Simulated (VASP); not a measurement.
Write the native input for VASP 6.6.1 that does the following.

```yaml
Task: relaxation of cell and atoms
Functional: PBEsol
Potentials_or_basis: VASP PAW PBE potentials, release 64 (Ti_sv, Rh_pv)
Cutoff: 600 eV
k_mesh: 16 × 16 × 14
Occupations: fermi-dirac, width 0.1 eV
Spin: no spin polarisation
Target_pressure: 30 GPa
Dipole_correction: no
Further_INCAR_settings: ALGO = Normal; EDIFF = 1e-06; IBRION = 2; EDIFFG = -0.002; NSW = 100; ISIF = 3
```

The structure of TiRh lies in POSCAR:

```
TiRh
1.0
    2.9269963864      0.0000000000      0.0000000000
    0.0000000000      2.9269963864      0.0000000000
    0.0000000000      0.0000000000      3.3722139722
Ti Rh
1 1
Direct
    0.5000000000      0.5000000000      0.5000000000
    0.0000000000      0.0000000000      0.0000000000
```

The input as run:

INCAR

```
ALGO = Normal
EDIFF = 1E-6
EDIFFG = -0.002
ENCUT = 600
GGA = PS
IBRION = 2
ISIF = 3
ISMEAR = -1
LASPH = True
LCHARG = False
LREAL = False
LWAVE = False
NELM = 100
NSW = 100
PREC = Accurate
PSTRESS = 300.0
SIGMA = 0.1
```

KPOINTS

```
k-points
0
Gamma
  16 16 14
```

Potentials or basis: VASP PAW PBE potentials, release 64 (Ti_sv, Rh_pv).

The run is started by

```sh
$ cat potpaw_PBE.64/Ti_sv/POTCAR potpaw_PBE.64/Rh_pv/POTCAR > POTCAR
$ mpirun -np 1 vasp_std > vasp.out
```

It gave:

```yaml
Relaxed_volume: 12.90 Å³/atom
Relaxed_cell: a = 2.812 Å, b = 2.812 Å, c = 3.263 Å, α = 90.00°, β = 90.00°, γ = 90.00°
Space_group_after_relaxing_to_0.05_Å: P4/mmm (No. 123)
Energy_change_on_relaxing_the_enthalpy_is_what_falls: +130.1 meV/atom
Ionic_steps: 14
Pressure_after_relaxing: 30.0 GPa
```

Caveat: the cell is relaxed towards a set pressure, so the enthalpy falls and the energy may rise; the PAW data sets were made with another functional, which shifts forces and pressure a little.

It took 7.3 min on 1 thread of Intel(R) Xeon(R) 6975P-C (Granite Rapids), with other jobs on the host, peak memory 0.36 GiB.
